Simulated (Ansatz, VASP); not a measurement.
C: VASP beside Ansatz

POSCAR

```
C
1.0
    0.0000000000      1.8376049598      1.8376049598
    1.8376049598      0.0000000000      1.8376049598
    1.8376049598      1.8376049598      0.0000000000
C
2
Direct
    0.0000000000      0.0000000000      0.0000000000
    0.2500000000      0.2500000000      0.2500000000
```

File INCAR.step1:

```
SYSTEM = C
PREC = Accurate
ENCUT = 520
ISMEAR = 0
SIGMA = 0.02
LREAL = .False.
LASPH = .True.
NELM = 60
NBANDS = 11
GGA = PE
ALGO = Normal
EDIFF = 1E-4
LWAVE = .True.
LCHARG = .False.
```

File INCAR.step2:

```
SYSTEM = C
PREC = Accurate
ENCUT = 520
EDIFF = 1E-6
ISMEAR = 0
SIGMA = 0.02
LREAL = .False.
LASPH = .True.
NELM = 60
ALGO = Normal
ISIF = 2
LWAVE = .False.
LCHARG = .False.
METAGGA = R2SCAN
LMIXTAU = .True.
NBANDS = 11
ISTART = 1
```

Contents of KPOINTS:

```
regular mesh
0
Gamma
  12 12 12
  0 0 0
```

Input for Ansatz:

```yaml
crystal:
  lattice:
    - [0.0, 1.8376049598, 1.8376049598]
    - [1.8376049598, 0.0, 1.8376049598]
    - [1.8376049598, 1.8376049598, 0.0]
  atoms:
    - { symbol: C, position: [0.0, 0.0, 0.0] }
    - { symbol: C, position: [0.25, 0.25, 0.25] }
basis:
  ecutwfc: 500
kpoints:
  mp_grid: { grid: [12, 12, 12] }
hamiltonian:
  xc: r2scan
scf:
  occupations: { method: gaussian, width: 0.02 }
output:
  forces: true
  stress: true
  eigenvalues: true
```

Alike in both runs: task single point; functional r2SCAN; k mesh 12 × 12 × 12; occupations gaussian, width 0.02 eV; no spin polarisation.

```csv
,VASP,Ansatz
version,VASP 6.6.1,Ansatz 0.2.0
potentials or method,"VASP PAW PBE potentials, release 64 (C), cutoff 520 eV","scalar-relativistic, plane waves, PAW"
valence electrons in the cell,8,8
```

Ansatz gave:

```
gap on the k mesh at the Fermi level (eV) : 4.16
least direct gap on the mesh (eV)         : 5.63
```

**Question.** Which values does VASP return?

**Answer.** gap on the k mesh at the Fermi level (eV): 4.14; least direct gap on the mesh (eV): 5.59.

VASP's potentials were made for PBE, not for r2SCAN.
